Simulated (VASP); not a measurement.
Set up this calculation in VASP 6.6.1, as the native input.

```yaml
Task: single point
Functional: r2SCAN
Potentials_or_basis: VASP PAW PBE potentials, release 64 (Rb_sv)
Cutoff: 520 eV
k_mesh: 9 × 9 × 6
Occupations: gaussian, width 0.1 eV
Spin: no spin polarisation
Dipole_correction: no
Further_INCAR_settings: ALGO = Normal; EDIFF = 1e-07; NBANDS = 16
```

Rb:

```
Rb
1.0
     5.18997    0.00000    0.00000
    -2.59499    4.49465    0.00000
     0.00000    0.00000    8.34075
Rb
2
Cartesian
  0.0000 2.9964 2.0852
  2.5950 1.4982 6.2556
```

This cell differs from its parent crystal: biaxial strain in the a-b plane: +2.0 %.

These files were run (other wordings do the same):

POSCAR

```
Rb
1.0
    5.1899711155      0.0000000000      0.0000000000
   -2.5949855578      4.4946468309      0.0000000000
    0.0000000000      0.0000000000      8.3407532842
Rb
2
Direct
    0.3333333333      0.6666666667      0.2500000000
    0.6666666667      0.3333333333      0.7500000000
```

INCAR.step1

```
SYSTEM = Rb
PREC     = Accurate       ! precision mode
ENCUT    = 520            ! plane-wave cutoff, eV
ISMEAR   = 0              ! smearing method
SIGMA    = 0.1            ! smearing width, eV
LREAL    = .FALSE.        ! projectors in reciprocal space
LASPH    = .TRUE.         ! aspherical terms in the spheres
NELM     = 100            ! most SCF steps
NBANDS   = 16             ! bands
GGA      = PE             ! functional
ALGO     = Normal         ! electronic algorithm
EDIFF    = 1E-4           ! SCF threshold, eV
LWAVE    = .TRUE.         ! write WAVECAR
LCHARG   = .FALSE.        ! write CHGCAR
```

INCAR.step2

```
SYSTEM = Rb
PREC     = Accurate       ! precision mode
ENCUT    = 520            ! plane-wave cutoff, eV
EDIFF    = 1E-7           ! SCF threshold, eV
ISMEAR   = 0              ! smearing method
SIGMA    = 0.1            ! smearing width, eV
LREAL    = .FALSE.        ! projectors in reciprocal space
LASPH    = .TRUE.         ! aspherical terms in the spheres
NELM     = 100            ! most SCF steps
ALGO     = Normal         ! electronic algorithm
ISIF     = 2              ! what is computed and relaxed
LWAVE    = .FALSE.        ! write WAVECAR
LCHARG   = .FALSE.        ! write CHGCAR
METAGGA  = R2SCAN         ! meta-GGA
LMIXTAU  = .TRUE.       
NBANDS   = 16             ! bands
ISTART   = 1
```

KPOINTS

```
Automatic mesh
0
G
  9 9 6
  0 0 0
```

Potentials or basis: VASP PAW PBE potentials, release 64 (Rb_sv).

The run is started by

```bash
$ cat potpaw_PBE.64/Rb_sv/POTCAR > POTCAR
$ cp INCAR.step1 INCAR
$ mpirun -np 1 vasp_std > vasp.out
$ cp INCAR.step2 INCAR
$ mpirun -np 1 vasp_std > vasp.out
```

Results of the run:

- Pressure: 0.0 GPa
- Band gap on the k mesh: zero (bands 9 and 10 overlap by 2.36 eV)

Caveat: the cell differs from its parent crystal (biaxial strain in the a-b plane: +2.0 %); the PAW data sets were made with another functional, which shifts forces and pressure a little.

Wall time 14 min on 1 thread of Intel(R) Xeon(R) 6975P-C (Granite Rapids), with other jobs on the host, peak memory 0.41 GiB.
